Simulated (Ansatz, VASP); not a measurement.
# Mg2CdTe3 in VASP and in Ansatz

```xyz
6
Lattice="4.6332 0.0000 0.0000 -2.3166 4.0125 0.0000 0.0000 0.0000 11.3163" Properties=species:S:1:pos:R:3 pbc="T T T"
Mg    0.0000    0.0000   11.3095
Mg    0.0000    2.6750    7.5735
Cd    2.3166    1.3375    3.7580
Te    2.3166    1.3375    0.8959
Te    0.0000    2.6750    4.7551
Te    0.0000    0.0000    8.4860
```

Alike in both runs: functional PBE; k mesh 6 × 6 × 4; occupations gaussian, width 0.02 eV; no spin polarisation.

Ansatz relaxed the structure, and its values are those at the end. VASP's run is a single point on that final structure, the one shown.

|  | VASP | Ansatz |
| --- | --- | --- |
| version | VASP 6.6.1 | Ansatz 0.2.0 |
| potentials or method | VASP PAW PBE potentials, release 64 (Mg, Cd, Te), cutoff 520 eV | scalar-relativistic, plane waves, PAW |
| valence electrons in the cell | 34 | 88 |

|  | VASP | Ansatz | Ansatz less VASP |
| --- | --- | --- | --- |
| gap on the k mesh at the Fermi level (eV) | 1.46 | 1.46 | +0.005 |
| least direct gap on the mesh (eV) | 1.46 | 1.46 | +0.005 |
| pressure (GPa) | 0.0 | 0.0 | -0.02 |
| rms of the force components (eV/Å) | 0.006 | 0.001 | -0.0049 |

VASP's potentials hold 34 valence electrons a cell and Ansatz's 88, so a difference there can come from the potentials and not from the codes.

Spin-orbit coupling is off throughout.
